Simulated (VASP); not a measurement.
Here is a VASP 6.6.1 calculation.

The input INCAR:

```
SYSTEM = Cu6HCCl6
PREC = Accurate ; ENCUT = 520
EDIFF = 1E-6 ; ISMEAR = -1
SIGMA = 0.02 ; LREAL = Auto
LASPH = .TRUE. ; NELM = 80
ALGO = Normal ; ISIF = 2
LWAVE = .FALSE. ; LCHARG = .FALSE.
GGA = PE ; NBANDS = 133
```

KPOINTS

```
Automatic mesh
0
G
  1 1 1
  0 0 0
```

File POSCAR:

```
Cu6HCCl6
1.0
    7.6686360000      0.0000000000      0.0000000000
    0.0000000000      9.2056790000      0.0000000000
    0.0000000000      0.0000000000     18.5343610000
Cu Cl C H
12 12 2 2
Direct
    0.2500053465      0.6539658835      0.1136753514
    0.0000000000      0.9872927353      0.0539538428
    0.4892395466      0.2820976052      0.1667173743
    0.0116317948      0.7520792328      0.4044649826
    0.2408511761      0.9483819716      0.2356326177
    0.2872218736      0.4901539582      0.3297227242
    0.7500029992      0.6539658835      0.1136753514
    0.4999976528      0.9872927353      0.0539538428
    1.1518867241      0.2350179710      0.1560614903
    0.5380096278      0.6357488676      0.2767238644
    0.7347460487      0.9392571694      0.2422797311
    0.7272218945      0.3950604839      0.3019526813
    0.2500053465      0.9123715915      0.1136753514
    0.0000000000      0.2457070250      0.0539538428
    0.5090475021      0.5612187868      0.1620072038
    0.0092454512      0.8942306157      0.3028375243
    0.2452978600      0.2882351210      0.2727420708
    0.2675182392      0.6447976298      0.4122936852
    0.7500029992      0.9123715915      0.1136753514
    0.4999976528      0.2457070250      0.0539538428
    1.0006733922      0.5629351186      0.1334440394
    0.4897350715      0.8836393274      0.2961634340
    0.7001897078      0.2026792375      0.2439738818
    0.7400925015      0.5721902752      0.3764467521
    0.9487606401      0.7760644272      0.5108835422
    0.8478300444      0.8503446622      0.4744485121
    1.0394938552      0.7274639926      0.5453600478
    0.7527023059      0.9283291325      0.4514803613
```

Potentials or basis: VASP PAW PBE potentials, release 64 (Cu, Cl, C, H).

The run is started by

```bash
$ cat potpaw_PBE.64/Cu/POTCAR potpaw_PBE.64/Cl/POTCAR potpaw_PBE.64/C/POTCAR potpaw_PBE.64/H/POTCAR > POTCAR
$ mpirun -np 1 vasp_gam > vasp.out
```

Q: What does it give for the largest force?

A: 1.437 eV/Å.

Forces in eV/Å, atoms in the order of the input:
```
Cu   0.548  0.347  0.271
Cu  -0.103  0.982  0.548
Cu  -0.155 -0.147  0.490
Cu  -0.152  0.164  0.163
Cu   0.084 -0.052 -0.135
Cu  -0.152 -0.332 -0.202
Cu  -0.229  0.521  0.190
Cu   0.073  0.863  0.591
Cu  -0.020  0.408  0.143
Cu   0.448  0.063  0.429
Cu   0.539 -0.007 -0.111
Cu  -0.117  0.560  0.480
Cl   0.180 -0.330 -0.381
Cl   0.395 -1.043  0.208
Cl  -0.514  0.045 -0.069
Cl  -0.578  0.254 -0.281
Cl  -0.099 -0.212 -0.641
Cl   0.356 -0.023  0.236
Cl  -0.046 -0.350 -0.358
Cl  -0.186 -0.651 -0.910
Cl   0.097 -0.565 -0.012
Cl  -0.197 -0.223  0.134
Cl   0.158 -0.262 -0.302
Cl  -0.217 -0.173 -0.606
C   -0.346  0.484 -0.818
C   -0.805  0.998 -0.649
H    0.500 -0.553  0.972
H    0.538 -0.766  0.622
```

Caveat: the k points lie up to 0.82 Å⁻¹ apart, too coarse for converged energies, forces and pressures; there is no dipole correction, which matters where the two faces differ.
